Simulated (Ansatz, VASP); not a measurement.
## Rb in VASP and in Ansatz

File POSCAR:

```
Rb
1.0
   -3.0682570829      3.0682570829      2.8359795141
    3.0682570829     -3.0682570829      2.8359795141
    3.0682570829      3.0682570829     -2.8359795141
Rb
1
Direct
    0.0000000000      0.0000000000      0.0000000000
```

The input INCAR.step1:

```
SYSTEM = Rb
ALGO = Normal
EDIFF = 1E-4
ENCUT = 520
GGA = PE
ISMEAR = 0
LASPH = .TRUE.
LCHARG = .FALSE.
LREAL = .FALSE.
LWAVE = .TRUE.
NBANDS = 10
NELM = 60
PREC = Accurate
SIGMA = 0.05
```

Contents of INCAR.step2:

```
SYSTEM = Rb
ALGO = Normal
EDIFF = 1E-6
ENCUT = 520
ISIF = 2
ISMEAR = 0
ISTART = 1
LASPH = .TRUE.
LCHARG = .FALSE.
LMIXTAU = .TRUE.
LREAL = .FALSE.
LWAVE = .FALSE.
METAGGA = R2SCAN
NBANDS = 10
NELM = 60
PREC = Accurate
SIGMA = 0.05
```

File KPOINTS:

```
k-points
0
G
  8 8 8
  0 0 0
```

Input for Ansatz:

```yaml
crystal:
  lattice:
    - [-3.0682570829, 3.0682570829, 2.8359795141]
    - [3.0682570829, -3.0682570829, 2.8359795141]
    - [3.0682570829, 3.0682570829, -2.8359795141]
  atoms:
    - { symbol: Rb, position: [0.0, 0.0, 0.0] }
basis:
  ecutwfc: 500
  fft_grid_basis: typed
kpoints:
  mp_grid: { grid: [8, 8, 8] }
hamiltonian:
  xc: r2scan
  pseudopotentials: { kind: paw }
scf:
  occupations: { method: gaussian, width: 0.05 }
output:
  forces: true
  stress: true
  eigenvalues: true
  bader: true
  write_density: true
  volumetric_format: npy
  elf: true
```

Alike in both runs: task single point; functional r2SCAN; k mesh 8 × 8 × 8; occupations gaussian, width 0.05 eV; no spin polarisation.

```csv
,VASP,Ansatz
version,VASP 6.6.1,Ansatz 0.2.0
potentials or method,"VASP PAW PBE potentials, release 64 (Rb_sv), cutoff 520 eV","scalar-relativistic, plane waves, PAW"
valence electrons in the cell,9,9
```

|  | VASP | Ansatz | Ansatz less VASP |
| --- | --- | --- | --- |
| gap on the k mesh at the Fermi level (eV) | none | none | - |
| pressure (GPa) | -0.2 | -0.2 | 0.00 |

VASP's potentials were made for PBE, not for r2SCAN. A gap of «none» marks a metal or a gap that the smearing closes. The functional is the same, so the differences come from potentials, cutoffs and numerics.
